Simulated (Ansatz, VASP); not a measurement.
# C in VASP and in Ansatz

```
C
1.0
     2.38638    0.00000    0.00000
     0.00000    2.38649    0.00000
     0.00000    0.00000    2.01299
C
2
Direct
  0.50000 0.00000 0.00000
  0.00000 0.50000 0.00000
```

Alike in both runs: functional PBE; k mesh 10 × 8 × 10; occupations gaussian, width 0.1 eV; no spin polarisation.

Ansatz relaxed the structure, and its values are those at the end. VASP's run is a single point on that final structure, the one shown.

|  | VASP | Ansatz |
| --- | --- | --- |
| version | VASP 6.6.1 | Ansatz 0.2.0 |
| potentials or method | VASP PAW PBE potentials, release 64 (C), cutoff 520 eV | scalar-relativistic, plane waves, PAW |
| valence electrons in the cell | 8 | 8 |

VASP gave:

* gap on the k mesh at the Fermi level (eV): none
* pressure (GPa): 0.2

Which values does Ansatz return?

gap on the k mesh at the Fermi level (eV): none; pressure (GPa): 0.0.

A gap of «none» marks a metal or a gap that the smearing closes.
